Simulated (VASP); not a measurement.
# AlAs (F-43m) in VASP: further runs, part 2 of 2

VASP 6.6.1. The steps go on from the part before.

## (3) Single point, LDA

This run uses another cell than the first one, of 21.74 Å³/atom, 1.084 times its volume.

The input, INCAR:

```
SYSTEM = AlAs
ALGO = Normal
EDIFF = 1E-6
ENCUT = 500
GGA_COMPAT = .False.
ISIF = 2
ISMEAR = 0
LASPH = .True.
LCHARG = .False.
LREAL = .False.
LWAVE = .False.
NBANDS = 11
NELM = 120
PREC = Accurate
SIGMA = 0.01
```

The input, KPOINTS:

```
k-points
0
Gamma
  8 8 8
  0 0 0
```

The input, POSCAR:

```
AlAs
1.0
    2.7910911317      2.7910911317      0.0000000000
   -2.7910911317      2.7910911317      0.0000000000
    0.0000000000      2.7910911317      2.7910911317
Al As
1 1
Direct
    0.0000000000      0.0000000000      0.0000000000
    0.7500000000      0.2500000000      0.5000000000
```

Potentials or basis: VASP PAW LDA potentials, release 64 (Al, As).

The run is started by

```bash
$ cat potpaw_LDA.64/Al/POTCAR potpaw_LDA.64/As/POTCAR > POTCAR
$ mpirun -np 1 vasp_std > vasp.out
```

OUTCAR:

```text
SYSTEM = AlAs
   EDIFF = 1E-6
   ENCUT = 500
   ISIF = 2
   ISMEAR = 0
   LASPH = .True.
   LREAL = .False.
   NELM = 120
   PREC = Accurate

 ion  position               nearest neighbor table
   1  0.000  0.000  0.000-   2 2.42   2 2.42   2 2.42   2 2.42
   2  0.750  0.250  0.500-   1 2.42   1 2.42   1 2.42   1 2.42

  LATTYP: Found a face centered cubic cell.
 ALAT       =     5.5821822634

  Lattice vectors:

 A1 = (   0.0000000000,   2.7910911317,   2.7910911317)
 A2 = (   2.7910911317,   0.0000000000,   2.7910911317)
 A3 = (   2.7910911317,   2.7910911317,   0.0000000000)

Analysis of symmetry for initial positions (statically):
=====================================================================
 Subroutine PRICEL returns:
 Original cell was already a primitive cell.

 Routine SETGRP: Setting up the symmetry group for a
 face centered cubic supercell.

 Subroutine GETGRP returns: Found 24 space group operations
 (whereof 24 operations were pure point group operations)
 out of a pool of 48 trial point group operations.

The static configuration has the point symmetry T_d .

Analysis of symmetry for dynamics (positions and initial velocities):
=====================================================================
 Subroutine PRICEL returns:
 Original cell was already a primitive cell.

 Routine SETGRP: Setting up the symmetry group for a
 face centered cubic supercell.

 Subroutine GETGRP returns: Found 24 space group operations
 (whereof 24 operations were pure point group operations)
 out of a pool of 48 trial point group operations.

The dynamic configuration has the point symmetry T_d .

 Subroutine INISYM returns: Found 24 space group operations
 (whereof 24 operations are pure point group operations),
 and found     1 'primitive' translations

----------------------------------------------------------------------------------------

                                     Primitive cell

  volume of cell :      43.4863

  direct lattice vectors                    reciprocal lattice vectors
     2.791091132  2.791091132  0.000000000     0.179141410  0.179141410 -0.179141410
    -2.791091132  2.791091132  0.000000000    -0.179141410  0.179141410 -0.179141410
     0.000000000  2.791091132  2.791091132     0.000000000  0.000000000  0.358282819

  length of vectors
     3.947198932  3.947198932  3.947198932     0.310282023  0.310282023  0.358282819

  position of ions in fractional coordinates (direct lattice)
     0.000000000  0.000000000  0.000000000
     0.750000000  0.250000000  0.500000000

  ion indices of the primitive-cell ions
   primitive index   ion index
                 1           1
                 2           2

----------------------------------------------------------------------------------------

 KPOINTS: k-points

Automatic generation of k-mesh.
 Grid dimensions read from file:
 generate k-points for:    8    8    8

 Generating k-lattice:

  Cartesian coordinates                     Fractional coordinates (reciprocal lattice)
     0.022392676  0.022392676 -0.022392676     0.125000000  0.000000000  0.000000000
    -0.022392676  0.022392676 -0.022392676     0.000000000  0.125000000  0.000000000
     0.000000000  0.000000000  0.044785352     0.000000000  0.000000000  0.125000000

  Length of vectors
     0.038785253  0.038785253  0.044785352

  Shift w.r.t. Gamma in fractional coordinates (k-lattice)
     0.000000000  0.000000000  0.000000000

 Subroutine IBZKPT returns following result:
 ===========================================

 Found     29 irreducible k-points:

 Following reciprocal coordinates:
            Coordinates               Weight
  0.000000  0.000000  0.000000      1.000000
  0.125000  0.000000  0.000000      8.000000
  0.250000  0.000000  0.000000      8.000000
  0.375000  0.000000  0.000000      8.000000
  0.500000  0.000000  0.000000      4.000000
  0.125000  0.125000  0.000000     12.000000
[... 16 lines left out ...]
  0.375000  0.250000  0.125000     48.000000
  0.500000  0.250000  0.125000     24.000000
 [... further k-points ...]
   k-points           NKPTS =     29   k-points in BZ     NKDIM =     29   number of bands    NBANDS=     11
   number of dos      NEDOS =    301   number of ions     NIONS =      2
   total plane-waves  NPLWV =  27000
   dimension x,y,z NGX =    30 NGY =   30 NGZ =   30
   dimension x,y,z NGXF=    60 NGYF=   60 NGZF=   60
   ions per type =               1   1
   NGX,Y,Z   is equivalent  to a cutoff of  12.64, 12.64, 12.64 a.u.
   NGXF,Y,Z  is equivalent  to a cutoff of  25.27, 25.27, 25.27 a.u.
 SYSTEM =  AlAs
   PREC   = accura    normal or accurate (medium, high low for compatibility)
   ISTART =      0    job   : 0-new  1-cont  2-samecut
   ICHARG =      2    charge: 1-file 2-atom 10-const
   ISPIN  =      1    spin polarized calculation?
   LNONCOLLINEAR =      F non collinear calculations
   LSORBIT =      F    spin-orbit coupling
   LASPH  =      T    aspherical Exc in radial PAW
   ENCUT  =  500.0 eV  36.75 Ry    6.06 a.u.   7.20  7.20  7.20*2*pi/ulx,y,z
   NELM   =    120;   NELMIN=  2; NELMDL= -5     # of ELM steps
   EDIFF  = 0.1E-05   stopping-criterion for ELM
   LREAL  =      F    real-space projection
   EDIFFG = 0.1E-04   stopping-criterion for IOM
   NSW    =      0    number of steps for IOM
   IBRION =     -1    ionic relax: 0-MD 1-quasi-New 2-CG
   NFREE  =      0    steps in history (QN), initial steepest desc. (CG)
   ISIF   =      2    stress and relaxation
   ISYM   =      2    0-nonsym 1-usesym 2-fastsym
   POTIM  = 0.5000    time-step for ionic-motion
   TEBEG  =    0.0;   TEEND  =   0.0 temperature during run
   PSTRESS=    0.0 pullay stress
   NELECT =       8.0000    total number of electrons
   NUPDOWN=      -1.0000    fix difference up-down
   EMIN   =  10.00;   EMAX   =-10.00  energy-range for DOS
   EFERMI =   0.00;   METHOD = LEGACY
   ISMEAR =     0;   SIGMA  =   0.01  broadening in eV -4-tet -1-fermi 0-gaus
   EFERMI_NEDOS =   21; number of points for ismear=-14 and -15
   IALGO  =     38    algorithm
   IMIX   =      4    mixing-type and parameters
     AMIX     =   0.40;   BMIX     =  1.00
     AMIX_MAG =   1.60;   BMIX_MAG =  1.00
  volume/ion in A,a.u.               =      21.74       146.73
  Fermi-wavevector in a.u.,A,eV,Ry     =   0.931081  1.759488 11.795052  0.866912
  Thomas-Fermi vector in A             =   2.057537
   LORBIT       =      0    0 simple, 1 ext, 2 COOP (PROOUT), +10 PAW based schemes
   GGA     = CA    functional components
   LHFCALC =     F    Hartree Fock is set to
   AEXX    =    0.0000 exact exchange contribution
   IVDW    =     0    specifies the selected vdW correction
   LEPSILON=     F    determine dielectric tensor
   LRPA    =     F    only Hartree local field effects (RPA)
 non-spin polarized calculation
 Gauss-broadening in eV      SIGMA  =   0.01
  energy-cutoff  :      500.00
  volume of cell :       43.49
 maximum number of plane-waves:      1124
 NGX is ok and might be reduce to    30
   NGX = 15   NGY = 15   NGZ = 15

 number of electron       8.0000001 magnetization

 Free energy of the ion-electron system (eV)
  ---------------------------------------------------
  ext. energy  EPLUGINS =         0.00000000
  ---------------------------------------------------
  free energy    TOTEN  =       -10.50457400 eV

  energy without entropy =      -10.50457400  energy(sigma->0) =      -10.50457400

 E-fermi :   4.2751     XC(G=0):  -9.4387

 val. band max:        4.1504318541   @ k =   0.0000   0.0000   0.0000
 cond. band min:       5.4161268871   @ k =   0.5000   0.5000   0.0000
 fundamental gap:      1.2656950330
 Fermi energy:         4.2750888609

 k-point     1 :       0.0000    0.0000    0.0000
  band No.  band energies     occupation
      1      -7.9835      2.00000
      2       4.1504      2.00000
      3       4.1504      2.00000
      4       4.1504      2.00000
      5       6.3694      0.00000
      6       8.4678      0.00000
      7       8.4678      0.00000
      8       8.4678      0.00000
      9      13.0150      0.00000
     10      13.2668      0.00000
     11      13.2668      0.00000
[... 309 lines left out ...]
 k-point    24 :       0.5000    0.2500    0.1250
  band No.  band energies     occupation
      1      -6.1894      2.00000
      2      -1.2912      2.00000
      3       1.3321      2.00000
      4       2.5294      2.00000
      5       7.8308      0.00000
      6       8.3621      0.00000
      7      10.9353      0.00000
      8      11.8798      0.00000
      9      12.5933      0.00000
     10      15.2483      0.00000
     11      16.5847      0.00000

 [... further k-points ...]

------------------------ aborting loop because EDIFF is reached ----------------------------------------

  FORCE on cell =-STRESS in cart. coord.  units (eV):
  Direction    XX          YY          ZZ          XY          YZ          ZX
  --------------------------------------------------------------------------------------
  -------------------------------------------------------------------------------------
  Total        0.6504889      0.6504889      0.6504889      0.0000000      0.0000000      0.0000000
  in kB       23.9661566     23.9661566     23.9661566      0.0000000      0.0000000      0.0000000
  external PRESSURE =      23.9661566 kB  Pullay stress =       0.0000000 kB

 VOLUME and BASIS-vectors are now :
 -----------------------------------------------------------------------------
  energy-cutoff  :      500.00
  volume of cell :       43.49
      direct lattice vectors                 reciprocal lattice vectors
     2.791091132  2.791091132  0.000000000     0.179141410  0.179141410 -0.179141410
    -2.791091132  2.791091132  0.000000000    -0.179141410  0.179141410 -0.179141410
     0.000000000  2.791091132  2.791091132     0.000000000  0.000000000  0.358282819

 POSITION                                       TOTAL-FORCE (eV/Angst)
 -----------------------------------------------------------------------------------
      0.00000      0.00000      0.00000        -0.000000     -0.000000      0.000000
      1.39555      4.18664      1.39555         0.000000      0.000000      0.000000
 -----------------------------------------------------------------------------------
    total drift:                                0.000000      0.000000      0.000000

  FREE ENERGIE OF THE ION-ELECTRON SYSTEM (eV)
  ---------------------------------------------------
  free  energy   TOTEN  =       -10.5045739985 eV

  energy  without entropy=      -10.5045739985  energy(sigma->0) =      -10.50457400
```

Wall time 17 s (1 thread of Intel Xeon Platinum 8259CL at 2.50GHz (Skylake/Cascade Lake), shared host); peak memory 0.15 GiB.

Results:

* Free energy: -10.5046 eV
* Pressure: 2.4 GPa
* Band gap on the k mesh: 1.27 eV, indirect (least direct gap 2.22 eV)
